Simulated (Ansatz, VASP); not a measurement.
**SiNi in VASP and in Ansatz**

Contents of INCAR:

```
ALGO = Normal ; EDIFF = 1E-6
ENCUT = 520 ; GGA = PE
ISIF = 2 ; ISMEAR = 0
LASPH = True ; LCHARG = True
LELF = True ; LREAL = False
LVHAR = True ; LWAVE = False
NBANDS = 22 ; NELM = 60
PREC = Accurate ; SIGMA = 0.1
```

The input KPOINTS:

```
k-points
0
Gamma
  14 12 10
```

Contents of POSCAR:

```
SiNi
1.0
    3.0266200000      0.0000000000      0.0000000000
    0.0000000000      3.2735000000      0.0000000000
    0.0000000000      0.0000000000      4.6977600000
Si Ni
2 2
Direct
    0.5000000000      0.5000000000      0.8423000000
    0.0000000000      0.0000000000      0.1577000000
    0.5000000000      0.5000000000      0.3442200000
    0.0000000000      0.0000000000      0.6557800000
```

Input for Ansatz:

```yaml
crystal:
  lattice:
    - [3.02662, 0.0, 0.0]
    - [0.0, 3.2735, 0.0]
    - [0.0, 0.0, 4.69776]
  atoms:
    - { symbol: Si, position: [0.5, 0.5, 0.8423] }
    - { symbol: Si, position: [0.0, 0.0, 0.1577] }
    - { symbol: Ni, position: [0.5, 0.5, 0.34422] }
    - { symbol: Ni, position: [0.0, 0.0, 0.65578] }
basis:
  ecutwfc: 420
kpoints:
  mp_grid: { grid: [14, 12, 10] }
hamiltonian:
  xc: pbe
scf:
  occupations: { method: gaussian, width: 0.1 }
output:
  forces: true
  stress: true
  eigenvalues: true
  populations: true
  write_density: true
  write_potential: true
  elf: true
  volumetric_format: npy
```

Alike in both runs: task single point; functional PBE; k mesh 14 × 12 × 10; occupations gaussian, width 0.1 eV; no spin polarisation.

|  | VASP | Ansatz |
| --- | --- | --- |
| version | VASP 6.6.1 | Ansatz 0.2.0 |
| potentials or method | VASP PAW PBE potentials, release 64 (Si, Ni), cutoff 520 eV | scalar-relativistic, plane waves, PAW |
| valence electrons in the cell | 28 | 44 |

Ansatz gave:

- gap on the k mesh at the Fermi level (eV): none
- pressure (GPa): 1.1
- traceless stress, the component that is largest in VASP (GPa): -0.33
- rms of the force components (eV/Å): 0.066

Question: Estimate VASP's values.

Answer: gap on the k mesh at the Fermi level (eV): none; pressure (GPa): 1.2; traceless stress, the component that is largest in VASP (GPa): -0.38; rms of the force components (eV/Å): 0.065.

Atom by atom the forces differ by 0.004 eV/Å (rms over components). A gap of «none» marks a metal or a gap that the smearing closes. With one functional, cell and mesh, what is left measures potentials, basis and numerics. VASP's potentials hold 28 valence electrons a cell and Ansatz's 44, so a difference there can come from the potentials and not from the codes.
